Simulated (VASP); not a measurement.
# Ga (Cmcm) in VASP: further runs, part 2 of 2

VASP 6.6.1. The steps go on from the part before.

## Step 4: Single point, LDA

This run uses another cell than the first one, of 18.68 Å³/atom, 1.064 times its volume.

INCAR

```
SYSTEM = Ga
ALGO = Fast ; EDIFF = 1E-6
ENCUT = 520 ; GGA = CA
ISIF = 2 ; ISMEAR = -1
LASPH = .TRUE. ; LCHARG = .TRUE.
LELF = .TRUE. ; LREAL = .FALSE.
LVHAR = .TRUE. ; LWAVE = .FALSE.
NBANDS = 20 ; NELM = 60
PREC = Accurate ; SIGMA = 0.05
```

KPOINTS

```
k-points
0
G
  10 10 8
  0 0 0
```

POSCAR

```
Ga
1.0
    1.4500000000     -4.0650000000      0.0000000000
    1.4500000000      4.0650000000      0.0000000000
    0.0000000000      0.0000000000      3.1700000000
Ga
2
Direct
    0.1330000000      0.8670000000      0.7500000000
    0.8670000000      0.1330000000      0.2500000000
```

Potentials or basis: VASP PAW LDA potentials, release 64 (Ga_d).

Run with:

```sh
$ cat potpaw_LDA.64/Ga_d/POTCAR > POTCAR
$ mpirun -np 1 vasp_std > vasp.out
```

OUTCAR:

```text
SYSTEM = Ga
   EDIFF = 1E-6
   ENCUT = 520
   GGA = CA
   ISIF = 2
   ISMEAR = -1
   LASPH = .TRUE.
   LREAL = .FALSE.
   NELM = 60
   PREC = Accurate

 ion  position               nearest neighbor table
   1  0.133  0.867  0.750-   2 2.68   2 2.68   2 2.87   2 2.87   2 2.87   2 2.87
   2  0.867  0.133  0.250-   1 2.68   1 2.68   1 2.87   1 2.87   1 2.87   1 2.87

  LATTYP: Found a base centered orthorhombic cell.
 ALAT       =     2.9000000000
 B/A-ratio  =     2.8034482759
 C/A-ratio  =     1.0931034483

  Lattice vectors:

 A1 = (   1.4500000000,  -4.0650000000,   0.0000000000)
 A2 = (   1.4500000000,   4.0650000000,   0.0000000000)
 A3 = (   0.0000000000,   0.0000000000,   3.1700000000)

Analysis of symmetry for initial positions (statically):
=====================================================================
 Subroutine PRICEL returns:
 Original cell was already a primitive cell.

 Routine SETGRP: Setting up the symmetry group for a
 base centered orthorhombic supercell.

 Subroutine GETGRP returns: Found  8 space group operations
 (whereof  4 operations were pure point group operations)
 out of a pool of  8 trial point group operations.
[... 156 lines left out ...]

 Free energy of the ion-electron system (eV)
  ---------------------------------------------------
  ext. energy  EPLUGINS =         0.00000000
  ---------------------------------------------------
  free energy    TOTEN  =        -7.13512470 eV

  energy without entropy =       -7.13187547  energy(sigma->0) =       -7.13350008

 E-fermi :   5.3091     XC(G=0): -11.3313

 val. band max:        5.2647456560   @ k =   0.5000   0.0000   0.3750
 cond. band min:       5.3309638811   @ k =  -0.1000   0.1000   0.0000
 fundamental gap:      0.0662182251
 Fermi energy:         5.3090897239

 k-point     1 :       0.0000    0.0000    0.0000
  band No.  band energies     occupation
      1      -9.8801      2.00000
      2      -9.8582      2.00000
      3      -9.7902      2.00000
      4      -9.7751      2.00000
      5      -9.5856      2.00000
      6      -9.5686      2.00000
[... 541 lines left out ...]
     19      15.2815      0.00000
     20      17.0197      0.00000

 [... further k-points ...]
[... 5 lines left out ...]
  --------------------------------------------------------------------------------------
  -------------------------------------------------------------------------------------
  Total       -1.2411271     -0.9320459     -0.6061644      0.0000000     -0.0000000      0.0000000
  in kB      -53.2119330    -39.9604233    -25.9886199      0.0000000     -0.0000000      0.0000000
  external PRESSURE =     -39.7203254 kB  Pullay stress =       0.0000000 kB

 VOLUME and BASIS-vectors are now :
 -----------------------------------------------------------------------------
  energy-cutoff  :      520.00
  volume of cell :       37.37
      direct lattice vectors                 reciprocal lattice vectors
     1.450000000 -4.065000000  0.000000000     0.344827586 -0.123001230  0.000000000
     1.450000000  4.065000000  0.000000000     0.344827586  0.123001230  0.000000000
     0.000000000  0.000000000  3.170000000     0.000000000  0.000000000  0.315457413

 POSITION                                       TOTAL-FORCE (eV/Angst)
 -----------------------------------------------------------------------------------
      1.45000      2.98371      2.37750         0.000000     -0.202702      0.000000
      1.45000     -2.98371      0.79250         0.000000      0.202702     -0.000000
 -----------------------------------------------------------------------------------
    total drift:                                0.000000      0.000000     -0.000000

  FREE ENERGIE OF THE ION-ELECTRON SYSTEM (eV)
  ---------------------------------------------------
  free  energy   TOTEN  =        -7.1351247030 eV

  energy  without entropy=       -7.1318754654  energy(sigma->0) =       -7.13350008
```

OSZICAR:

```text
N       E                     dE             d eps       ncg     rms          rms(c)
DAV:   1     0.130633959784E+03    0.13063E+03   -0.13269E+04  6520   0.246E+03
DAV:   2     0.435508972574E+01   -0.12628E+03   -0.12310E+03  6368   0.382E+02
DAV:   3    -0.703721529371E+01   -0.11392E+02   -0.11332E+02  6960   0.949E+01
DAV:   4    -0.720951288424E+01   -0.17230E+00   -0.17221E+00  7128   0.128E+01
DAV:   5    -0.721240248776E+01   -0.28896E-02   -0.28895E-02  7004   0.164E+00    0.141E+00
RMM:   6    -0.715065897691E+01    0.61744E-01   -0.91737E-02  8264   0.363E+00    0.709E-01
RMM:   7    -0.713646723691E+01    0.14192E-01   -0.28449E-02  8702   0.148E+00    0.189E-01
RMM:   8    -0.713507732957E+01    0.13899E-02   -0.40455E-03  8951   0.621E-01    0.207E-02
RMM:   9    -0.713511442131E+01   -0.37092E-04   -0.61951E-04  9982   0.284E-01    0.114E-02
RMM:  10    -0.713512295004E+01   -0.85287E-05   -0.11776E-04  9760   0.105E-01    0.358E-03
RMM:  11    -0.713512439183E+01   -0.14418E-05   -0.16879E-05  7739   0.376E-02    0.174E-03
RMM:  12    -0.713512470304E+01   -0.31121E-06   -0.39651E-06  5431   0.216E-02
   1 F= -.71351247E+01 E0= -.71335001E+01  d E =-.324924E-02
```

Wall time 73 s (1 thread of Intel Xeon Platinum 8259CL at 2.50GHz (Skylake/Cascade Lake), shared host); peak memory 0.21 GiB.

Results:

```
Free energy            : -7.1351 eV
Pressure               : -4.0 GPa
Largest force          : 0.203 eV/Å
Band gap on the k mesh : zero (band 13 reaches 10.48 eV, above the bottom of band 14 at 1.19 eV)
```

Forces on the atoms (eV/Å):
```
Ga   0.000 -0.203  0.000
Ga   0.000  0.203  0.000
```

Stress tensor (GPa, compression positive):
```
-5.32  0.00  0.00
 0.00 -4.00  0.00
 0.00  0.00 -2.60
```

Levels at points of the mesh, in eV from the Fermi level:
```csv
k point,band 9,band 10,band 11,band 12,band 13,band 14,band 15,band 16,band 17,band 18
"(0.00, 0.00, 0.00)",-14.83,-14.67,-11.16,-2.17,-1.57,2.94,6.75,7.84,8.77,10.53
"(0.50, 0.00, 0.00)",-14.74,-14.73,-6.66,-5.32,-1.66,-0.37,6.49,6.72,8.96,9.33
"(0.50, 0.50, 0.00)",-14.79,-14.74,-9.13,-8.50,5.17,5.82,5.89,7.10,7.22,9.55
"(0.00, 0.00, 0.50)",-14.76,-14.76,-7.34,-7.34,1.94,1.94,2.56,2.56,10.30,10.30
"(0.50, 0.00, 0.50)",-14.72,-14.72,-3.02,-3.02,-1.52,-1.52,1.93,1.93,4.36,4.36
"(0.50, 0.50, 0.50)",-14.80,-14.80,-5.55,-5.55,-4.12,-4.12,9.58,9.58,11.40,11.40
```

## Step 5: Summary

| cell | gap on the mesh (eV) | pressure (GPa) | largest force (eV/Å) |
| --- | --- | --- | --- |
| a = 4.228, b = 4.228, c = 3.105 Å, angles 90.0, 90.0, 140.7°, 2 atoms | none | -0.7 | 0.23 |
| a = 4.258, b = 4.258, c = 3.127 Å, angles 90.0, 90.0, 140.7°, 2 atoms | none | -1.8 | 0.22 |
| a = 4.316, b = 4.316, c = 3.170 Å, angles 90.0, 90.0, 140.7°, 2 atoms | none | -4.0 | 0.20 |

Alike in all rows: task single point; level LDA; potentials or basis VASP PAW LDA potentials, release 64 (Ga_d); no spin polarisation; k mesh 10 × 10 × 8; cutoff (eV) 520; smearing fermi-dirac 0.05 eV.

Absolute energies hang on the potentials; compare differences alone.
